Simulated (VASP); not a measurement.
Runs of VASP 6.6.1 on CaO. The structure is cubic, space group F-43m (No. 216). Conventional cell: a = 5.213 Å, b = 5.213 Å, c = 5.213 Å, α = 90.00°, β = 90.00°, γ = 90.00°. Ca (site symmetry -43m) has 4 O at 2.26 Å within 3.0 Å. O (site symmetry -43m) has 4 Ca at 2.26 Å within 3.0 Å. 

```tsv
level	potentials or basis	grid for exact exchange (PRECFOCK)	screening parameter	gap on the mesh (eV)	pressure (GPa)
HSE06	VASP PAW PBE potentials, release 64 (Ca_sv, O)	Normal	0.2079 1/Å	4.71	(c)
PBE	VASP PAW PBE potentials, release 64 (Ca_sv, O)	-	-	3.33	1.8
r2SCAN	VASP PAW PBE potentials, release 64 (Ca_sv, O)	-	-	3.73	(b)
LDA	VASP PAW LDA potentials, release 64 (Ca_sv, O)	-	-	(a)	-3.9
```

Alike in all rows: task single point; no spin polarisation; cell as given; k mesh 4 × 4 × 4; cutoff (eV) 520; smearing gaussian 0.01 eV.

**Question.** Estimate the missing entries.

**Answer.** (a) 3.14; (b) 0.9; (c) 0.6.

Caveats: all runs use coarse meshes; the PAW data sets were made with another functional, which shifts forces and pressure a little (some runs).

A k mesh can miss the band edges.
